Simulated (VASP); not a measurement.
# Ga2O3 (C2/m) in VASP: single point with LDA

Aim: the single point of Ga2O3 with LDA.

Everything below comes from runs of VASP 6.6.1. Logs are shortened: lines on timing, memory, paths and dates and some standing lists are left out, and cuts for length are marked.

**1. The cell of the first run**

Symmetry: C2/m, No. 12, monoclinic system. The conventional cell has a = 12.125 Å, b = 3.018 Å, c = 5.752 Å, α = 90.00°, β = 103.76°, γ = 90.00°. Within 2.4 Å of Ga (site symmetry m) lie 4 O at 1.82 to 1.85 Å. Ga (site symmetry m) has 6 O at 1.92 to 2.06 Å within 2.5 Å. O (site symmetry m) has 3 Ga at 1.82 to 1.93 Å within 2.4 Å. O (site symmetry m) has 4 Ga at 1.85 to 2.06 Å and 3 O at 2.58 to 2.63 Å within 2.7 Å. Within 2.4 Å of O (site symmetry m) lie 3 Ga at 1.83 to 1.92 Å.

**2. Single point, LDA**

The input, INCAR:

```
ALGO     = Normal         # electronic algorithm
EDIFF    = 1E-6           # SCF threshold, eV
ENCUT    = 1340           # plane-wave cutoff, eV
GGA_COMPAT= False        
ISIF     = 2              # what is computed and relaxed
ISMEAR   = 0              # smearing method
LASPH    = True           # aspherical terms in the spheres
LCHARG   = True           # write CHGCAR
LELF     = True           # ELF
LREAL    = False          # projectors in reciprocal space
LVHAR    = True         
LWAVE    = False          # write WAVECAR
NBANDS   = 55             # bands
NELM     = 120            # most SCF steps
PREC     = Accurate       # precision mode
SIGMA    = 0.01           # smearing width, eV
```

The input, KPOINTS:

```
k-points
0
Gamma
  4 4 4
```

The input, POSCAR:

```
Ga2O3
1.0
    6.0624950273     -1.5090222075      0.0040193086
    6.0624950273      1.5090222075      0.0040193086
   -1.3721830763      0.0000000000      5.5858993489
Ga O
4 6
Direct
    0.0907282855      0.0907282855      0.7951266297
    0.9092717145      0.9092717145      0.2048733703
    0.6588800683      0.6588800683      0.3142729038
    0.3411199317      0.3411199317      0.6857270962
    0.1656686112      0.1656686112      0.1094581427
    0.8343313888      0.8343313888      0.8905418573
    0.1730617515      0.1730617515      0.5621862663
    0.8269382485      0.8269382485      0.4378137337
    0.4963613056      0.4963613056      0.2557191733
    0.5036386944      0.5036386944      0.7442808267
```

Potentials or basis: VASP PAW LDA potentials, release 64 (Ga_d, O_h).

On the command line:

```sh
> cat potpaw_LDA.64/Ga_d/POTCAR potpaw_LDA.64/O_h/POTCAR > POTCAR
> mpirun -np 1 vasp_std > vasp.out
```

OUTCAR:

```text
EDIFF = 1E-6
   ENCUT = 1340
   ISIF = 2
   ISMEAR = 0
   LASPH = True
   LREAL = False
   NELM = 120
   PREC = Accurate

 ion  position               nearest neighbor table
   1  0.091  0.091  0.795-   5 1.82  10 1.83  10 1.83   7 1.85
   2  0.909  0.909  0.205-   6 1.82   9 1.83   9 1.83   8 1.85
   3  0.659  0.659  0.314-   9 1.92   5 1.93   5 1.93   8 1.99   7 2.06   7 2.06
   4  0.341  0.341  0.686-  10 1.92   6 1.93   6 1.93   7 1.99   8 2.06   8 2.06
   5  0.166  0.166  0.109-   1 1.82   3 1.93   3 1.93
   6  0.834  0.834  0.891-   2 1.82   4 1.93   4 1.93
   7  0.173  0.173  0.562-   1 1.85   4 1.99   3 2.06   3 2.06
   8  0.827  0.827  0.438-   2 1.85   3 1.99   4 2.06   4 2.06
   9  0.496  0.496  0.256-   2 1.83   2 1.83   3 1.92
  10  0.504  0.504  0.744-   1 1.83   1 1.83   4 1.92

  LATTYP: Found a base centered monoclinic cell.
 ALAT       =    12.1249927193
 B/A-ratio  =     0.2489110291
 C/A-ratio  =     0.4743895564
 COS(beta)  =    -0.2379149160

  Lattice vectors:

 A1 = (   6.0624950273,  -1.5090222075,   0.0040193086)
 A2 = (   6.0624950273,   1.5090222075,   0.0040193086)
 A3 = (  -1.3721830763,   0.0000000000,   5.5858993489)

Analysis of symmetry for initial positions (statically):
=====================================================================
 Subroutine PRICEL returns:
 Original cell was already a primitive cell.

 Routine SETGRP: Setting up the symmetry group for a
 base centered monoclinic supercell.

 Subroutine GETGRP returns: Found  4 space group operations
 (whereof  4 operations were pure point group operations)
 out of a pool of  4 trial point group operations.

The static configuration has the point symmetry C_2h.

Analysis of symmetry for dynamics (positions and initial velocities):
=====================================================================
 Subroutine PRICEL returns:
 Original cell was already a primitive cell.

 Routine SETGRP: Setting up the symmetry group for a
 base centered monoclinic supercell.

 Subroutine GETGRP returns: Found  4 space group operations
 (whereof  4 operations were pure point group operations)
 out of a pool of  4 trial point group operations.

The dynamic configuration has the point symmetry C_2h.

 Subroutine INISYM returns: Found  4 space group operations
 (whereof  4 operations are pure point group operations),
 and found     1 'primitive' translations

----------------------------------------------------------------------------------------

                                     Primitive cell

  volume of cell :     102.2212

  direct lattice vectors                    reciprocal lattice vectors
     6.062495027 -1.509022207  0.004019309     0.082460865 -0.331340386  0.020256613
     6.062495027  1.509022207  0.004019309     0.082460865  0.331340386  0.020256613
    -1.372183076  0.000000000  5.585899349    -0.000118669  0.000000000  0.178993051

  length of vectors
     6.247480303  6.247480303  5.751969917     0.342047622  0.342047622  0.178993090

  position of ions in fractional coordinates (direct lattice)
     0.090728285  0.090728285  0.795126630
     0.909271715  0.909271715  0.204873370
     0.658880068  0.658880068  0.314272904
     0.341119932  0.341119932  0.685727096
     0.165668611  0.165668611  0.109458143
     0.834331389  0.834331389  0.890541857
     0.173061752  0.173061752  0.562186266
     0.826938248  0.826938248  0.437813734
     0.496361306  0.496361306  0.255719173
     0.503638694  0.503638694  0.744280827

  ion indices of the primitive-cell ions
   primitive index   ion index
                 1           1
                 2           2
                 3           3
                 4           4
                 5           5
                 6           6
                 7           7
                 8           8
                 9           9
                10          10

----------------------------------------------------------------------------------------

 KPOINTS: k-points

Automatic generation of k-mesh.
 Grid dimensions read from file:
 generate k-points for:    4    4    4

 Generating k-lattice:

  Cartesian coordinates                     Fractional coordinates (reciprocal lattice)
     0.020615216 -0.082835096  0.005064153     0.250000000 -0.000000000  0.000000000
     0.020615216  0.082835096  0.005064153    -0.000000000  0.250000000  0.000000000
    -0.000029667  0.000000000  0.044748263     0.000000000  0.000000000  0.250000000

  Length of vectors
     0.085511905  0.085511905  0.044748272

  Shift w.r.t. Gamma in fractional coordinates (k-lattice)
     0.000000000  0.000000000  0.000000000

 Subroutine IBZKPT returns following result:
 ===========================================

 Found     24 irreducible k-points:

 Following reciprocal coordinates:
            Coordinates               Weight
  0.000000  0.000000  0.000000      1.000000
  0.250000 -0.000000 -0.000000      4.000000
  0.500000 -0.000000 -0.000000      2.000000
  0.250000  0.250000 -0.000000      2.000000
  0.500000  0.250000  0.000000      4.000000
 -0.250000  0.250000  0.000000      2.000000
[... 16 lines left out ...]
 -0.250000  0.250000  0.500000      2.000000
  0.500000  0.500000  0.500000      1.000000
   k-points           NKPTS =     24   k-points in BZ     NKDIM =     24   number of bands    NBANDS=     55
   number of dos      NEDOS =    301   number of ions     NIONS =     10
   total plane-waves  NPLWV = 448000
   dimension x,y,z NGX =    80 NGY =   80 NGZ =   70
   dimension x,y,z NGXF=   160 NGYF=  160 NGZF=  140
   ions per type =               4   6
   NGX,Y,Z   is equivalent  to a cutoff of  21.29, 21.29, 20.23 a.u.
   NGXF,Y,Z  is equivalent  to a cutoff of  42.58, 42.58, 40.46 a.u.
 SYSTEM =  unknown system
   PREC   = accura    normal or accurate (medium, high low for compatibility)
   ISTART =      0    job   : 0-new  1-cont  2-samecut
   ICHARG =      2    charge: 1-file 2-atom 10-const
   ISPIN  =      1    spin polarized calculation?
   LNONCOLLINEAR =      F non collinear calculations
   LSORBIT =      F    spin-orbit coupling
   LASPH  =      T    aspherical Exc in radial PAW
   ENCUT  = 1340.0 eV  98.49 Ry    9.92 a.u.  18.65 18.65 17.17*2*pi/ulx,y,z
   NELM   =    120;   NELMIN=  2; NELMDL= -5     # of ELM steps
   EDIFF  = 0.1E-05   stopping-criterion for ELM
   LREAL  =      F    real-space projection
   EDIFFG = 0.1E-04   stopping-criterion for IOM
   NSW    =      0    number of steps for IOM
   IBRION =     -1    ionic relax: 0-MD 1-quasi-New 2-CG
   NFREE  =      0    steps in history (QN), initial steepest desc. (CG)
   ISIF   =      2    stress and relaxation
   ISYM   =      2    0-nonsym 1-usesym 2-fastsym
   POTIM  = 0.5000    time-step for ionic-motion
   TEBEG  =    0.0;   TEEND  =   0.0 temperature during run
   PSTRESS=    0.0 pullay stress
   NELECT =      88.0000    total number of electrons
   NUPDOWN=      -1.0000    fix difference up-down
   EMIN   =  10.00;   EMAX   =-10.00  energy-range for DOS
   EFERMI =   0.00;   METHOD = LEGACY
   ISMEAR =     0;   SIGMA  =   0.01  broadening in eV -4-tet -1-fermi 0-gaus
   EFERMI_NEDOS =   21; number of points for ismear=-14 and -15
   IALGO  =     38    algorithm
   IMIX   =      4    mixing-type and parameters
     AMIX     =   0.40;   BMIX     =  1.00
     AMIX_MAG =   1.60;   BMIX_MAG =  1.00
  volume/ion in A,a.u.               =      10.22        68.98
  Fermi-wavevector in a.u.,A,eV,Ry     =   1.557359  2.942982 32.999127  2.425367
  Thomas-Fermi vector in A             =   2.661021
   LORBIT       =      0    0 simple, 1 ext, 2 COOP (PROOUT), +10 PAW based schemes
   GGA     = CA    functional components
   LHFCALC =     F    Hartree Fock is set to
   AEXX    =    0.0000 exact exchange contribution
   IVDW    =     0    specifies the selected vdW correction
   LEPSILON=     F    determine dielectric tensor
   LRPA    =     F    only Hartree local field effects (RPA)
 non-spin polarized calculation
 Gauss-broadening in eV      SIGMA  =   0.01
  energy-cutoff  :     1340.00
  volume of cell :      102.22
 maximum number of plane-waves:     11416
 NGX is ok and might be reduce to    80
   NGX = 37   NGY = 37   NGZ = 35

 number of electron      88.0000002 magnetization

 Free energy of the ion-electron system (eV)
  ---------------------------------------------------
  ext. energy  EPLUGINS =         0.00000000
  ---------------------------------------------------
  free energy    TOTEN  =       -68.28761998 eV

  energy without entropy =      -68.28761998  energy(sigma->0) =      -68.28761998

 E-fermi :   4.3618     XC(G=0): -12.3432

 val. band max:        4.2832850252   @ k =   0.5000   0.5000   0.5000
 cond. band min:       6.8151569448   @ k =   0.0000   0.0000   0.0000
 fundamental gap:      2.5318719196
 Fermi energy:         4.3618301442

 k-point     1 :       0.0000    0.0000    0.0000
  band No.  band energies     occupation
      1     -14.6114      2.00000
      2     -13.3146      2.00000
      3     -13.2998      2.00000
      4     -13.1968      2.00000
      5     -12.6694      2.00000
      6     -12.6637      2.00000
[... 47 lines left out ...]
     54      16.5598      0.00000
     55      16.9532      0.00000

 k-point     2 :       0.2500   -0.0000   -0.0000
  band No.  band energies     occupation
      1     -14.1242      2.00000
      2     -13.2549      2.00000
      3     -13.1440      2.00000
      4     -12.9686      2.00000
      5     -12.6834      2.00000
      6     -12.6689      2.00000
[... 47 lines left out ...]
     54      14.9759      0.00000
     55      15.8156      0.00000

 k-point     3 :       0.5000   -0.0000   -0.0000
  band No.  band energies     occupation
      1     -13.3454      2.00000
      2     -13.1828      2.00000
      3     -13.0793      2.00000
      4     -12.9300      2.00000
      5     -12.6705      2.00000
      6     -12.6613      2.00000
[... 1152 lines left out ...]
 k-point    23 :      -0.2500    0.2500    0.5000
  band No.  band energies     occupation
      1     -13.2286      2.00000
      2     -13.1891      2.00000
      3     -13.0243      2.00000
      4     -12.9946      2.00000
      5     -12.7303      2.00000
      6     -12.7064      2.00000
[... 47 lines left out ...]
     54      15.9064      0.00000
     55      16.1526      0.00000

 k-point    24 :       0.5000    0.5000    0.5000
  band No.  band energies     occupation
      1     -14.1692      2.00000
      2     -13.6930      2.00000
      3     -13.5036      2.00000
      4     -13.1666      2.00000
      5     -12.8343      2.00000
      6     -12.5426      2.00000
[... 47 lines left out ...]
     54      16.3517      0.00000
     55      17.2095      0.00000

------------------------ aborting loop because EDIFF is reached ----------------------------------------

  FORCE on cell =-STRESS in cart. coord.  units (eV):
  Direction    XX          YY          ZZ          XY          YZ          ZX
  --------------------------------------------------------------------------------------
  -------------------------------------------------------------------------------------
  Total        0.8987930      1.0886433      0.9306174      0.0000000      0.0000000      0.0369794
  in kB       14.0873527     17.0629979     14.5861582      0.0000000      0.0000000      0.5796012
  external PRESSURE =      15.2455029 kB  Pullay stress =       0.0000000 kB

 VOLUME and BASIS-vectors are now :
 -----------------------------------------------------------------------------
  energy-cutoff  :     1340.00
  volume of cell :      102.22
      direct lattice vectors                 reciprocal lattice vectors
     6.062495027 -1.509022207  0.004019309     0.082460865 -0.331340386  0.020256613
     6.062495027  1.509022207  0.004019309     0.082460865  0.331340386  0.020256613
    -1.372183076  0.000000000  5.585899349    -0.000118669  0.000000000  0.178993051

 POSITION                                       TOTAL-FORCE (eV/Angst)
 -----------------------------------------------------------------------------------
      0.00902      0.00000      4.44223         0.019303      0.000000      0.001408
     10.74379      0.00000      1.15171        -0.019303      0.000000     -0.001408
      7.55767      0.00000      1.76079        -0.004649      0.000000      0.016866
      3.19513      0.00000      3.83314         0.004649      0.000000     -0.016866
      1.85853      0.00000      0.61275         0.063399      0.000000      0.017450
      8.89427      0.00000      4.98118        -0.063399      0.000000     -0.017450
      1.32695      0.00000      3.14171         0.010701      0.000000     -0.034429
      9.42586      0.00000      2.45223        -0.010701      0.000000      0.034429
      5.66748      0.00000      1.43241         0.046103      0.000000      0.026108
      5.08532      0.00000      4.16153        -0.046103      0.000000     -0.026108
 -----------------------------------------------------------------------------------
    total drift:                                0.000000     -0.000000      0.000000

  FREE ENERGIE OF THE ION-ELECTRON SYSTEM (eV)
  ---------------------------------------------------
  free  energy   TOTEN  =       -68.2876199779 eV

  energy  without entropy=      -68.2876199779  energy(sigma->0) =      -68.28761998
```

It took 21 min on 1 thread of Intel Xeon Platinum 8259CL at 2.50GHz (Skylake/Cascade Lake), shared host; peak memory 0.8 GiB.

What came out:

| Quantity | Value |
| --- | --- |
| Free energy | -68.2876 eV |
| Pressure | 1.5 GPa |
| Largest force | 0.066 eV/Å |
| Band gap on the k mesh | 2.53 eV |

Forces in eV/Å, atoms in the order of the input:
```
Ga   0.019  0.000  0.001
Ga  -0.019  0.000 -0.001
Ga  -0.005  0.000  0.017
Ga   0.005  0.000 -0.017
O    0.063  0.000  0.017
O   -0.063  0.000 -0.017
O    0.011  0.000 -0.034
O   -0.011  0.000  0.034
O    0.046  0.000  0.026
O   -0.046  0.000 -0.026
```

Stress tensor (GPa, compression positive):
```
1.41 0.00 0.06
0.00 1.71 0.00
0.06 0.00 1.46
```

Levels at points of the mesh, in eV from the valence-band top:
```
           k point  band 41  band 42  band 43  band 44  band 45  band 46  band 47  band 48
(0.00, 0.00, 0.00)    -0.68    -0.49    -0.28     0.00     2.53     5.72     6.66     6.83
(0.50, 0.00, 0.00)    -0.76    -0.74    -0.46    -0.11     5.61     6.57     7.30     7.51
(0.50, 0.50, 0.00)    -0.68    -0.67    -0.41    -0.15     4.66     4.94     5.70     6.64
(0.00, 0.00, 0.50)    -0.71    -0.65    -0.48    -0.30     4.89     4.98     6.82     7.23
(0.50, 0.00, 0.50)    -1.14    -1.11    -0.76    -0.67     6.95     6.97     7.86     8.03
(0.50, 0.50, 0.50)    -0.66    -0.60    -0.59     0.00     5.30     5.37     6.34     6.62
```

Caveat: the k points lie up to 0.54 Å⁻¹ apart.
